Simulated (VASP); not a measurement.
Set up this calculation in VASP 6.6.1, as the native input.

| Quantity | Value |
| --- | --- |
| Task | relaxation of volume and atoms at fixed shape |
| Functional | PBE |
| Dispersion | D3(BJ) |
| Potentials or basis | VASP PAW PBE potentials, release 64 (Al, N) |
| Cutoff | 600 eV |
| k mesh | 8 × 8 × 8 |
| Occupations | gaussian, width 0.01 eV |
| Spin | no spin polarisation |
| Dipole correction | no |
| Further INCAR settings | ALGO = Normal; EDIFF = 1e-07; IBRION = 2; EDIFFG = -0.05; NSW = 80; ISIF = 8 |

The structure of AlN lies in POSCAR:

```
AlN
1.0
    0.0000000000      2.1839935600      2.1839935600
    2.1839935600      0.0000000000      2.1839935600
    2.1839935600      2.1839935600      0.0000000000
Al N
1 1
Direct
    0.0000000000      0.0000000000      0.0000000000
    0.7500000000      0.7500000000      0.7500000000
```

These files were run (other wordings do the same):

INCAR

```
PREC = Accurate
ENCUT = 600
EDIFF = 1E-7
ISMEAR = 0
SIGMA = 0.01
LREAL = False
LASPH = True
NELM = 120
ALGO = Normal
ISIF = 8
LWAVE = False
LCHARG = False
GGA = PE
IVDW = 12
IBRION = 2
NSW = 80
EDIFFG = -0.05
GGA_COMPAT = False
NELMIN = 4
```

KPOINTS

```
regular mesh
0
Gamma
  8 8 8
```

Potentials or basis: VASP PAW PBE potentials, release 64 (Al, N).

Command:

```console
$ cat potpaw_PBE.64/Al/POTCAR potpaw_PBE.64/N/POTCAR > POTCAR
$ mpirun -np 1 vasp_std > vasp.out
```

Results of the run:

```
Pressure after relaxing    : 0.2 GPa
Band gap on the k mesh     : 3.32 eV, indirect (least direct gap 4.20 eV)
Dispersion energy per atom : -0.270 eV
```

Caveat: the relaxation stopped at its first step, so nothing moved.

It took 16 s on 1 thread of Intel Xeon 8259CL, with other jobs on the host, peak memory 0.16 GiB.
